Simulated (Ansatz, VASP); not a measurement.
## Two plane-wave programs on Mg

```
Mg
1.0
    -1.80758    1.80758    1.80758
     1.80758   -1.80758    1.80758
     1.80758    1.80758   -1.80758
Mg
1
Direct
  0.00000 0.00000 0.00000
```

Alike in both runs: task single point; functional PBE; k mesh 16 × 16 × 16; occupations gaussian, width 0.1 eV; no spin polarisation.

```csv
,VASP,Ansatz
version,VASP 6.6.1,Ansatz 0.2.0
potentials or method,"VASP PAW PBE potentials, release 64 (Mg), cutoff 520 eV","scalar-relativistic, plane waves, PAW"
valence electrons in the cell,2,10
```

Ansatz gave:

| Property | Result |
| --- | --- |
| gap on the k mesh at the Fermi level (eV) | none |
| pressure (GPa) | -1.0 |

Q: Which values does VASP return?

A: gap on the k mesh at the Fermi level (eV): none; pressure (GPa): -1.1.

A gap of «none» marks a metal or a gap that the smearing closes. With one functional, cell and mesh, what is left measures potentials, basis and numerics. VASP's potentials hold 2 valence electrons a cell and Ansatz's 10, so a difference there can come from the potentials and not from the codes.
